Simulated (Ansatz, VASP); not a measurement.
This is a calculation of Cu3O2 for VASP 6.6.1.

INCAR

```
PREC     = Accurate       # precision mode
ENCUT    = 520            # plane-wave cutoff, eV
EDIFF    = 1E-6           # SCF threshold, eV
ISMEAR   = -1             # smearing method
SIGMA    = 0.05           # smearing width, eV
LREAL    = F              # projectors in reciprocal space
LASPH    = T              # aspherical terms in the spheres
NELM     = 100            # most SCF steps
ALGO     = Normal         # electronic algorithm
ISIF     = 2              # what is computed and relaxed
LWAVE    = F              # write WAVECAR
LCHARG   = T              # write CHGCAR
GGA      = PS             # functional
LELF     = T              # ELF
LVHAR    = T            
NBANDS   = 30             # bands
```

The input KPOINTS:

```
Automatic mesh
0
Gamma
  9 9 9
```

POSCAR

```
Cu3O2
1.0
   -2.0363796222      2.0363796222      3.6979462984
    2.0363796222     -2.0363796222      3.6979462984
    2.0363796222      2.0363796222     -3.6979462984
Cu O
3 2
Direct
    0.0000000000      0.0000000000      0.0000000000
    0.7500000000      0.2500000000      0.5000000000
    0.2500000000      0.7500000000      0.5000000000
    0.5000000000      0.0000000000      0.5000000000
    0.0000000000      0.5000000000      0.5000000000
```

Potentials or basis: VASP PAW PBE potentials, release 64 (Cu, O).

Run with:

```sh
$ cat potpaw_PBE.64/Cu/POTCAR potpaw_PBE.64/O/POTCAR > POTCAR
$ mpirun -np 1 vasp_std > vasp.out
```

Problem. Translate it to Ansatz 0.2.0. Potentials there: all-electron LAPW, scalar-relativistic.

Solution. As run (the cutoff follows the program's own potentials):

Contents of input.yaml:

```yaml
crystal:
  lattice:
    - [-2.0363796222, 2.0363796222, 3.6979462984]
    - [2.0363796222, -2.0363796222, 3.6979462984]
    - [2.0363796222, 2.0363796222, -3.6979462984]
  atoms:
    - { symbol: Cu, position: [0.0, 0.0, 0.0] }
    - { symbol: Cu, position: [0.75, 0.25, 0.5] }
    - { symbol: Cu, position: [0.25, 0.75, 0.5] }
    - { symbol: O, position: [0.5, 0.0, 0.5] }
    - { symbol: O, position: [0.0, 0.5, 0.5] }
kpoints:
  mp_grid: { grid: [9, 9, 9] }
scf:
  occupations: { method: fermi_dirac, width: 0.05 }
hamiltonian:
  xc: pbesol
  pseudopotentials: { kind: all_electron, lapw: { basis_error: 0.001 } }
output:
  forces: true
  stress: true
  eigenvalues: true
```

Potentials or basis: all-electron LAPW, scalar-relativistic.

Launch:

```console
$ ansatz run input.yaml --threads 4 --pin off --max-ram 12288MiB --backend cpu --events-out ev --progress --plain --runs-dir out
```

Both were run:

|  | VASP | Ansatz | Ansatz less VASP |
| --- | --- | --- | --- |
| gap on the k mesh at the Fermi level (eV) | none | none | - |
| pressure (GPa) | -7.7 | -8.5 | -0.81 |
| traceless stress, the component that is largest in VASP (GPa) | -3.58 | -4.25 | -0.672 |

VASP's potentials were made for PBE, not for PBEsol. A gap of «none» marks a metal or a gap that the smearing closes. Ansatz ran all-electron here, and VASP with PAW potentials.
